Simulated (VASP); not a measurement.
# KTaO3 (Pm-3m) in VASP: notebook, part 2 of 2

VASP 6.6.1. Earlier steps stand in the parts before.

### 3 Single point, PBE (volume changed by +6%)

File INCAR:

```
PREC = Accurate ; ENCUT = 520
EDIFF = 1E-6 ; ISMEAR = 0
SIGMA = 0.01 ; LREAL = F
LASPH = T ; NELM = 80
ALGO = Normal ; ISIF = 2
LWAVE = F ; LCHARG = T
GGA = PE ; LELF = T
LVHAR = T ; NBANDS = 27
```

File KPOINTS:

```
Automatic mesh
0
Gamma
  6 6 6
```

File POSCAR:

```
KTaO3
1.0
    4.1033111799      0.0000000000      0.0000000000
    0.0000000000      4.1033111799      0.0000000000
    0.0000000000      0.0000000000      4.1033111799
K Ta O
1 1 3
Direct
    0.5000000000      0.5000000000      0.5000000000
    0.0000000000      0.0000000000      0.0000000000
    0.5000000000      0.0000000000      0.0000000000
    0.0000000000      0.5000000000      0.0000000000
    0.0000000000      0.0000000000      0.5000000000
```

Potentials or basis: VASP PAW PBE potentials, release 64 (K_sv, Ta_pv, O).

On the command line:

```sh
> cat potpaw_PBE.64/K_sv/POTCAR potpaw_PBE.64/Ta_pv/POTCAR potpaw_PBE.64/O/POTCAR > POTCAR
> mpirun -np 1 vasp_std > vasp.out
```

OUTCAR:

```text
PREC = Accurate
   ENCUT = 520
   EDIFF = 1E-6
   ISMEAR = 0
   LREAL = F
   LASPH = T
   NELM = 80
   ISIF = 2
   GGA = PE

 ion  position               nearest neighbor table
   1  0.500  0.500  0.500-   2 3.55   2 3.55   2 3.55   2 3.55   2 3.55   2 3.55   2 3.55   2 3.55

   2  0.000  0.000  0.000-   3 2.05   4 2.05   5 2.05   5 2.05   4 2.05   3 2.05   1 3.55   1 3.55
                             1 3.55   1 3.55   1 3.55   1 3.55   1 3.55   1 3.55
   3  0.500  0.000  0.000-   2 2.05   2 2.05
   4  0.000  0.500  0.000-   2 2.05   2 2.05
   5  0.000  0.000  0.500-   2 2.05   2 2.05

  LATTYP: Found a simple cubic cell.
 ALAT       =     4.1033111799

  Lattice vectors:

 A1 = (   4.1033111799,   0.0000000000,   0.0000000000)
 A2 = (   0.0000000000,   4.1033111799,   0.0000000000)
 A3 = (   0.0000000000,   0.0000000000,   4.1033111799)

Analysis of symmetry for initial positions (statically):
=====================================================================
 Subroutine PRICEL returns:
 Original cell was already a primitive cell.

[... 170 lines left out ...]

 E-fermi :   1.4045     XC(G=0): -10.4363

 val. band max:        1.2397006766   @ k =   0.5000   0.5000   0.5000
 cond. band min:       3.2200050306   @ k =   0.0000   0.0000   0.0000
 fundamental gap:      1.9803043539
 Fermi energy:         1.4045019241

 k-point     1 :       0.0000    0.0000    0.0000
  band No.  band energies     occupation
      1     -33.2708      2.00000
      2     -33.2708      2.00000
      3     -33.2708      2.00000
      4     -26.1669      2.00000
      5     -16.0051      2.00000
      6     -15.3344      2.00000
[... 589 lines left out ...]
     26      11.6071      0.00000
     27      12.5189      0.00000

------------------------ aborting loop because EDIFF is reached ----------------------------------------

  FORCE on cell =-STRESS in cart. coord.  units (eV):
  Direction    XX          YY          ZZ          XY          YZ          ZX
  --------------------------------------------------------------------------------------
  -------------------------------------------------------------------------------------
  Total       -3.9689012     -3.9689012     -3.9689012      0.0000000      0.0000000      0.0000000
  in kB      -92.0401904    -92.0401904    -92.0401904      0.0000000      0.0000000      0.0000000
  external PRESSURE =     -92.0401904 kB  Pullay stress =       0.0000000 kB

 VOLUME and BASIS-vectors are now :
 -----------------------------------------------------------------------------
  energy-cutoff  :      520.00
  volume of cell :       69.09
      direct lattice vectors                 reciprocal lattice vectors
     4.103311180  0.000000000  0.000000000     0.243705621  0.000000000  0.000000000
     0.000000000  4.103311180  0.000000000     0.000000000  0.243705621  0.000000000
     0.000000000  0.000000000  4.103311180     0.000000000  0.000000000  0.243705621

 POSITION                                       TOTAL-FORCE (eV/Angst)
 -----------------------------------------------------------------------------------
      2.05166      2.05166      2.05166         0.000000      0.000000      0.000000
      0.00000      0.00000      0.00000         0.000000      0.000000      0.000000
      2.05166      0.00000      0.00000         0.000000      0.000000      0.000000
      0.00000      2.05166      0.00000         0.000000      0.000000      0.000000
      0.00000      0.00000      2.05166         0.000000      0.000000      0.000000
 -----------------------------------------------------------------------------------
    total drift:                                0.000000      0.000000     -0.000000

  FREE ENERGIE OF THE ION-ELECTRON SYSTEM (eV)
  ---------------------------------------------------
  free  energy   TOTEN  =       -40.9593045628 eV

  energy  without entropy=      -40.9593045628  energy(sigma->0) =      -40.95930456
```

OSZICAR:

```text
N       E                     dE             d eps       ncg     rms          rms(c)
DAV:   1     0.314282869439E+03    0.31428E+03   -0.20575E+04  1080   0.139E+03
DAV:   2    -0.308681835289E+02   -0.34515E+03   -0.33437E+03  1286   0.398E+02
DAV:   3    -0.493002203241E+02   -0.18432E+02   -0.18353E+02  1546   0.879E+01
DAV:   4    -0.498984469111E+02   -0.59823E+00   -0.59722E+00  1720   0.103E+01
DAV:   5    -0.499038849578E+02   -0.54380E-02   -0.54374E-02  1447   0.942E-01    0.290E+01
DAV:   6    -0.413076661355E+02    0.85962E+01   -0.37156E+01  1273   0.386E+01    0.110E+01
DAV:   7    -0.410460542232E+02    0.26161E+00   -0.22650E+00  1356   0.918E+00    0.797E+00
DAV:   8    -0.410075478380E+02    0.38506E-01   -0.62890E-01  1285   0.643E+00    0.345E+00
DAV:   9    -0.409631319581E+02    0.44416E-01   -0.66657E-02  1297   0.202E+00    0.666E-01
DAV:  10    -0.409598060218E+02    0.33259E-02   -0.24033E-02  1396   0.917E-01    0.245E-01
DAV:  11    -0.409592918217E+02    0.51420E-03   -0.30533E-03  1412   0.362E-01    0.434E-02
DAV:  12    -0.409593073239E+02   -0.15502E-04   -0.17536E-04  1323   0.102E-01    0.333E-02
DAV:  13    -0.409593042561E+02    0.30678E-05   -0.10263E-04  1330   0.614E-02    0.520E-03
DAV:  14    -0.409593045628E+02   -0.30668E-06   -0.36809E-06  1309   0.148E-02
   1 F= -.40959305E+02 E0= -.40959305E+02  d E =-.875175-122
```

stdout:

```text
POSCAR found type information on POSCAR K TaO
 POSCAR found :  3 types and       5 ions
 scaLAPACK will be used
 LDA part: xc-table for (Slater+PW92), standard interpolation
 POSCAR, INCAR and KPOINTS ok, starting setup
 FFT: planning ... GRIDC
 FFT: planning ... GRID_SOFT
 FFT: planning ... GRID
 WAVECAR not read
 entering main loop
```

Run time: 30 s. Hardware: 1 thread of Intel Xeon Platinum 8375C at 2.90GHz (Ice Lake), shared host; peak memory 0.19 GiB.

Results:

```yaml
Free_energy: -40.9593 eV
Pressure: -9.2 GPa
Band_gap_on_the_k_mesh: 1.98 eV, indirect (least direct gap 2.62 eV)
```

Caveat: spin-orbit coupling is left out, which moves the levels of the heavy elements. A k mesh can miss the band edges.

### 4 Single point, r2SCAN (volume changed by -6%)

Changes to POSCAR since step 3:

```diff
@@ -2,5 +2,5 @@
 1.0
-    4.1033111799      0.0000000000      0.0000000000
-    0.0000000000      4.1033111799      0.0000000000
-    0.0000000000      0.0000000000      4.1033111799
+    3.9086768649      0.0000000000      0.0000000000
+    0.0000000000      3.9086768649      0.0000000000
+    0.0000000000      0.0000000000      3.9086768649
 K Ta O
```

File INCAR.step1:

```
  ALGO = Normal
  EDIFF = 1E-4
  ENCUT = 520
  GGA = PE
  ISMEAR = 0
  LASPH = T
  LCHARG = F
  LREAL = F
  LWAVE = T
  NBANDS = 27
  NELM = 80
  PREC = Accurate
  SIGMA = 0.01
```

File INCAR.step2:

```
  ALGO = Normal
  EDIFF = 1E-7
  ENCUT = 520
  ISIF = 2
  ISMEAR = 0
  ISTART = 1
  LASPH = T
  LCHARG = F
  LMIXTAU = T
  LREAL = F
  LWAVE = F
  METAGGA = R2SCAN
  NBANDS = 27
  NELM = 80
  PREC = Accurate
  SIGMA = 0.01
```

File KPOINTS:

```
k-points
0
Gamma
  6 6 6
```

On the command line:

```sh
> cat potpaw_PBE.64/K_sv/POTCAR potpaw_PBE.64/Ta_pv/POTCAR potpaw_PBE.64/O/POTCAR > POTCAR
> cp INCAR.step1 INCAR
> mpirun -np 1 vasp_std > vasp.out
> cp INCAR.step2 INCAR
> mpirun -np 1 vasp_std > vasp.out
```

Run time: 2 min. Hardware: 1 thread of Intel Xeon Platinum 8375C at 2.90GHz (Ice Lake), shared host; peak memory 0.19 GiB.

It converged, with:

```yaml
Free_energy: -86.9644 eV
Pressure: 16.1 GPa
Band_gap_on_the_k_mesh: 2.75 eV, indirect (least direct gap 3.37 eV)
```

Levels at points of the mesh, in eV from the valence-band top:
```tsv
k point	band 15	band 16	band 17	band 18	band 19	band 20	band 21	band 22	band 23	band 24
(0.00, 0.00, 0.00)	-1.20	-1.20	-0.62	-0.62	-0.62	2.75	2.75	2.75	7.82	7.82
(0.50, 0.00, 0.00)	-2.41	-2.28	-1.70	-0.87	-0.87	2.93	5.87	5.87	7.85	10.01
(0.50, 0.50, 0.00)	-3.06	-1.60	-1.54	-1.54	-0.05	5.92	5.92	7.33	8.96	11.05
(0.50, 0.50, 0.50)	-4.16	-4.16	0.00	0.00	0.00	7.52	7.52	7.52	9.85	9.85
```

Caveat: the PAW data sets were made with another functional, which shifts forces and pressure a little; spin-orbit coupling is left out, which moves the levels of the heavy elements. A k mesh can miss the band edges.

### 5 The runs side by side

| level | cell | gap on the mesh (eV) | pressure (GPa) |
| --- | --- | --- | --- |
| PBE | a = 4.064 Å, 5 atoms | 2.05 | -4.7 |
| PBE | a = 4.103 Å, 5 atoms | 1.98 | -9.2 |
| r2SCAN | a = 3.909 Å, 5 atoms | 2.75 | 16.1 |

Alike in all rows: task single point; potentials or basis VASP PAW PBE potentials, release 64 (K_sv, Ta_pv, O); no spin polarisation; k mesh 6 × 6 × 6; cutoff (eV) 520; smearing gaussian 0.01 eV.

Caveats: spin-orbit coupling is left out, which moves the levels of the heavy elements; the PAW data sets were made with another functional, which shifts forces and pressure a little (some runs).

Total energies depend on the potentials used, so only differences within one code and one set of settings carry meaning.
